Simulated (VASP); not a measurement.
# WC (Qusongite) (P-6m2) in VASP: further runs

Runs on WC (Qusongite). Level: LDA. Tasks: single point.

Program: VASP 6.6.1. These are calculated values, not measurements. Logs are shortened: lines on timing, memory, paths and dates and some standing lists are left out, and cuts for length are marked.

### Step 1. The cell of the first run

The structure is hexagonal, space group P-6m2 (No. 187). Conventional cell: a = 2.847 Å, b = 2.847 Å, c = 2.779 Å, α = 90.00°, β = 90.00°, γ = 120.00°. W (site symmetry -6m2) has 6 C at 2.15 Å and 2 W at 2.78 Å within 2.8 Å. C (site symmetry -6m2) has 6 W at 2.15 Å and 2 C at 2.78 Å within 2.8 Å.

### Step 2. Single point, LDA

The input, INCAR:

```
SYSTEM = WC
ALGO = Normal
EDIFF = 1E-7
ENCUT = 520
GGA = CA
ISIF = 2
ISMEAR = -1
LASPH = .TRUE.
LCHARG = .FALSE.
LREAL = .FALSE.
LWAVE = .FALSE.
NBANDS = 16
NELM = 100
PREC = Accurate
SIGMA = 0.05
```

The input, KPOINTS:

```
k-points
0
G
  10 10 9
  0 0 0
```

The input, POSCAR:

```
WC
1.0
    2.8471670250      0.0000000000      0.0000000000
   -1.4235835125      2.4657189725      0.0000000000
    0.0000000000      0.0000000000      2.7786939560
W C
1 1
Direct
    0.0000000000      0.0000000000      0.0000000000
    0.6666666667      0.3333333333      0.5000000000
```

Potentials or basis: VASP PAW LDA potentials, release 64 (W_sv, C).

Started as:

```console
> cat potpaw_LDA.64/W_sv/POTCAR potpaw_LDA.64/C/POTCAR > POTCAR
> mpirun -np 1 vasp_std > vasp.out
```

OUTCAR:

```text
SYSTEM = WC
   EDIFF = 1E-7
   ENCUT = 520
   GGA = CA
   ISIF = 2
   ISMEAR = -1
   LASPH = .TRUE.
   LREAL = .FALSE.
   NELM = 100
   PREC = Accurate

 ion  position               nearest neighbor table
   1  0.000  0.000  0.000-   2 2.15   2 2.15   2 2.15   2 2.15   2 2.15   2 2.15
   2  0.667  0.333  0.500-   1 2.15   1 2.15   1 2.15   1 2.15   1 2.15   1 2.15

  LATTYP: Found a hexagonal cell.
 ALAT       =     2.8471670250
 C/A-ratio  =     0.9759504559

  Lattice vectors:

 A1 = (   2.8471670250,   0.0000000000,   0.0000000000)
 A2 = (  -1.4235835125,   2.4657189725,   0.0000000000)
 A3 = (   0.0000000000,   0.0000000000,   2.7786939560)

Analysis of symmetry for initial positions (statically):
=====================================================================
 Subroutine PRICEL returns:
 Original cell was already a primitive cell.

 Routine SETGRP: Setting up the symmetry group for a
 hexagonal supercell.

 Subroutine GETGRP returns: Found 12 space group operations
 (whereof 12 operations were pure point group operations)
 out of a pool of 24 trial point group operations.

The static configuration has the point symmetry D_3h.

Analysis of symmetry for dynamics (positions and initial velocities):
=====================================================================
 Subroutine PRICEL returns:
 Original cell was already a primitive cell.

 Routine SETGRP: Setting up the symmetry group for a
 hexagonal supercell.

 Subroutine GETGRP returns: Found 12 space group operations
 (whereof 12 operations were pure point group operations)
 out of a pool of 24 trial point group operations.

The dynamic configuration has the point symmetry D_3h.

 Subroutine INISYM returns: Found 12 space group operations
 (whereof 12 operations are pure point group operations),
 and found     1 'primitive' translations

----------------------------------------------------------------------------------------

                                     Primitive cell

  volume of cell :      19.5073

  direct lattice vectors                    reciprocal lattice vectors
     2.847167025  0.000000000  0.000000000     0.351226321  0.202780611  0.000000000
    -1.423583513  2.465718972  0.000000000     0.000000000  0.405561222  0.000000000
[... 69 lines left out ...]
   total plane-waves  NPLWV =  13824
   dimension x,y,z NGX =    24 NGY =   24 NGZ =   24
   dimension x,y,z NGXF=    48 NGYF=   48 NGZF=   48
   ions per type =               1   1
   NGX,Y,Z   is equivalent  to a cutoff of  14.01, 14.01, 14.36 a.u.
   NGXF,Y,Z  is equivalent  to a cutoff of  28.03, 28.03, 28.72 a.u.
 SYSTEM =  WC
   PREC   = accura    normal or accurate (medium, high low for compatibility)
   ISTART =      0    job   : 0-new  1-cont  2-samecut
   ICHARG =      2    charge: 1-file 2-atom 10-const
   ISPIN  =      1    spin polarized calculation?
   LNONCOLLINEAR =      F non collinear calculations
   LSORBIT =      F    spin-orbit coupling
   LASPH  =      T    aspherical Exc in radial PAW
   ENCUT  =  520.0 eV  38.22 Ry    6.18 a.u.   5.29  5.29  5.17*2*pi/ulx,y,z
   NELM   =    100;   NELMIN=  2; NELMDL= -5     # of ELM steps
   EDIFF  = 0.1E-06   stopping-criterion for ELM
   LREAL  =      F    real-space projection
   EDIFFG = 0.1E-05   stopping-criterion for IOM
   NSW    =      0    number of steps for IOM
   IBRION =     -1    ionic relax: 0-MD 1-quasi-New 2-CG
   NFREE  =      0    steps in history (QN), initial steepest desc. (CG)
   ISIF   =      2    stress and relaxation
   ISYM   =      2    0-nonsym 1-usesym 2-fastsym
   POTIM  = 0.5000    time-step for ionic-motion
   TEBEG  =    0.0;   TEEND  =   0.0 temperature during run
   PSTRESS=    0.0 pullay stress
   NELECT =      18.0000    total number of electrons
   NUPDOWN=      -1.0000    fix difference up-down
   EMIN   =  10.00;   EMAX   =-10.00  energy-range for DOS
[... 5 lines left out ...]
     AMIX     =   0.40;   BMIX     =  1.00
     AMIX_MAG =   1.60;   BMIX_MAG =  1.00
  volume/ion in A,a.u.               =       9.75        65.82
  Fermi-wavevector in a.u.,A,eV,Ry     =   1.593798  3.011841 34.561407  2.540192
  Thomas-Fermi vector in A             =   2.691972
   LORBIT       =      0    0 simple, 1 ext, 2 COOP (PROOUT), +10 PAW based schemes
   GGA     = CA    functional components
   LHFCALC =     F    Hartree Fock is set to
   AEXX    =    0.0000 exact exchange contribution
   IVDW    =     0    specifies the selected vdW correction
   LEPSILON=     F    determine dielectric tensor
   LRPA    =     F    only Hartree local field effects (RPA)
 non-spin polarized calculation
  energy-cutoff  :      520.00
  volume of cell :       19.51
 maximum number of plane-waves:       541
 NGX is ok and might be reduce to    24
   NGX = 11   NGY = 11   NGZ = 11

 number of electron      18.0000000 magnetization

 Free energy of the ion-electron system (eV)
  ---------------------------------------------------
  ext. energy  EPLUGINS =         0.00000000
  ---------------------------------------------------
  free energy    TOTEN  =       -24.64969668 eV

  energy without entropy =      -24.64736459  energy(sigma->0) =      -24.64853063

 E-fermi :  11.8714     XC(G=0): -14.3204

 val. band max:       11.8483525542   @ k =   0.1000  -0.0000   0.3333
 cond. band min:      11.9071101484   @ k =   0.4000   0.2000   0.0000
 fundamental gap:      0.0587575943
 Fermi energy:        11.8714454747

 k-point     1 :       0.0000    0.0000    0.0000
  band No.  band energies     occupation
      1     -61.5108      2.00000
      2     -25.7562      2.00000
      3     -25.6206      2.00000
      4     -25.6206      2.00000
      5      -2.8496      2.00000
      6       7.2135      2.00000
[... 433 lines left out ...]
      3     -25.9070      2.00000
      4     -25.7172      2.00000
      5       0.8342      2.00000
      6       4.7151      2.00000
[... 8 lines left out ...]
     15      26.1511      0.00000
     16      30.1172      0.00000

 [... further k-points ...]
[... 5 lines left out ...]
  --------------------------------------------------------------------------------------
  -------------------------------------------------------------------------------------
  Total        2.4202743      2.4202743      2.6730933      0.0000000      0.0000000     -0.0000000
  in kB      198.7824024    198.7824024    219.5469757      0.0000000      0.0000000     -0.0000000
  external PRESSURE =     205.7039268 kB  Pullay stress =       0.0000000 kB

 VOLUME and BASIS-vectors are now :
 -----------------------------------------------------------------------------
  energy-cutoff  :      520.00
  volume of cell :       19.51
      direct lattice vectors                 reciprocal lattice vectors
     2.847167025  0.000000000  0.000000000     0.351226321  0.202780611  0.000000000
    -1.423583513  2.465718972  0.000000000     0.000000000  0.405561222  0.000000000
     0.000000000  0.000000000  2.778693956     0.000000000  0.000000000  0.359881302

 POSITION                                       TOTAL-FORCE (eV/Angst)
 -----------------------------------------------------------------------------------
      0.00000      0.00000      0.00000        -0.000000      0.000000      0.000000
      1.42358      0.82191      1.38935         0.000000     -0.000000      0.000000
 -----------------------------------------------------------------------------------
    total drift:                               -0.000000      0.000000      0.000000

  FREE ENERGIE OF THE ION-ELECTRON SYSTEM (eV)
  ---------------------------------------------------
  free  energy   TOTEN  =       -24.6496966772 eV

  energy  without entropy=      -24.6473645873  energy(sigma->0) =      -24.64853063
```

Wall time 12 s (1 thread of Intel Xeon Platinum 8259CL at 2.50GHz (Skylake/Cascade Lake), shared host); peak memory 0.14 GiB.

Results:

```yaml
Free_energy: -24.6497 eV
Pressure: 20.6 GPa
Band_gap_on_the_k_mesh: zero (band 9 reaches 12.59 eV, above the bottom of band 10 at 11.26 eV)
```

Stress tensor (GPa, compression positive):
```
19.88  0.00  0.00
 0.00 19.88  0.00
 0.00  0.00 21.95
```

Levels at points of the mesh, in eV from the Fermi level:
```tsv
k point	band 6	band 7	band 8	band 9	band 10	band 11	band 12	band 13
(0.00, 0.00, 0.00)	-4.66	-3.57	-3.57	0.16	3.51	3.51	5.98	5.98
(0.50, 0.00, 0.00)	-7.20	-3.87	-3.84	-0.43	2.52	4.92	5.33	7.23
```

Caveat: spin-orbit coupling is left out, which moves the levels of the heavy elements.

(Continued in part 2 of 2.)
